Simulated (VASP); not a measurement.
# BaTiO3: single point with r2SCAN

The system is BaTiO3.

```
CELL_PARAMETERS angstrom
4.05243 0.00000 0.00000
0.00000 4.05243 0.00000
0.00000 0.00000 4.07087
ATOMIC_POSITIONS crystal
Ba 0.00000 0.00000 0.00000
Ti 0.50000 0.50000 0.49000
O 0.00000 0.50000 0.51700
O 0.50000 0.00000 0.51700
O 0.50000 0.50000 0.01900
```

* Program: VASP 6.6.1
* Task: single point
* Functional: r2SCAN
* Potentials or basis: VASP PAW PBE potentials, release 64 (Ba_sv, Ti_sv, O)
* Cutoff: 520 eV
* k mesh: 7 × 7 × 7
* Occupations: fermi-dirac, width 0.05 eV
* Spin: non-collinear spin, zero start, spin-orbit coupling
* Starting moments: [[0.0, 0.0, 0.0], [0.0, 0.0, 0.0], [0.0, 0.0, 0.0], [0.0, 0.0, 0.0], [0.0, 0.0, 0.0]] μB

```json
{"Pressure": "-5.4 GPa", "Largest force": "0.542 eV/Å", "Net moment": "0.00 μB per cell", "Valence electrons inside the program's atomic spheres": "Ba 7.96; Ti 10.05; O 5.04, 5.05 (each value once)"}
```

Forces on the atoms (eV/Å):
```
Ba   0.000  0.000  0.047
Ti   0.000  0.000 -0.268
O    0.000  0.000 -0.161
O    0.000  0.000 -0.161
O    0.000  0.000  0.542
```

Stress tensor (GPa, compression positive):
```
-5.65  0.00  0.00
 0.00 -5.65  0.00
 0.00  0.00 -4.85
```

Moments on the atoms (μB; x, y, z):
```
Ba  0.00 0.00 0.00
Ti  0.00 0.00 0.00
O   0.00 0.00 0.00
O   0.00 0.00 0.00
O   0.00 0.00 0.00
```

Run time: 56 min on 1 thread of Oxide Virtual Turin-like Processor (shared host), peak memory 0.55 GiB.

Caveat: the cell stands under tension; the PAW data sets were made with another functional, which shifts forces and pressure a little.
